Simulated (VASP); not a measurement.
Write the native input for VASP 6.6.1 that does the following.

```
Task                   : single point
Functional             : PBEsol
Potentials or basis    : VASP PAW PBE potentials, release 64 (Mg, O)
Cutoff                 : 520 eV
k mesh                 : 9 × 9 × 6
Occupations            : gaussian, width 0.05 eV
Spin                   : no spin polarisation
Dipole correction      : no
Further INCAR settings : ALGO = Normal; EDIFF = 1e-06; NBANDS = 16
```

The structure of MgO lies in POSCAR:

```
MgO
1.0
    3.1878000000      0.0000000000      0.0000000000
   -1.5939000000      2.7607157822      0.0000000000
    0.0000000000      0.0000000000      5.2202000000
Mg O
2 2
Direct
    0.3333333333      0.6666666667      0.0036583380
    0.6666666667      0.3333333333      0.5036583380
    0.3333333333      0.6666666667      0.4009416620
    0.6666666667      0.3333333333      0.9009416620
```

The input as run:

INCAR

```
PREC = Accurate
ENCUT = 520
EDIFF = 1E-6
ISMEAR = 0
SIGMA = 0.05
LREAL = F
LASPH = T
NELM = 60
ALGO = Normal
ISIF = 2
LWAVE = F
LCHARG = T
GGA = PS
LELF = T
LVHAR = T
NBANDS = 16
```

KPOINTS

```
regular mesh
0
Gamma
  9 9 6
```

Potentials or basis: VASP PAW PBE potentials, release 64 (Mg, O).

Command:

```sh
$ cat potpaw_PBE.64/Mg/POTCAR potpaw_PBE.64/O/POTCAR > POTCAR
$ mpirun -np 1 vasp_std > vasp.out
```

It gave:

The pressure is 5.9 GPa and the largest force is 0.680 eV/Å. The band gap on the k mesh is 3.66 eV, direct.

Caveat: the PAW data sets were made with another functional, which shifts forces and pressure a little.

Run time: 19 s on 1 thread of Intel(R) Xeon(R) Platinum 8488C (Sapphire Rapids) (shared host), peak memory 0.17 GiB.
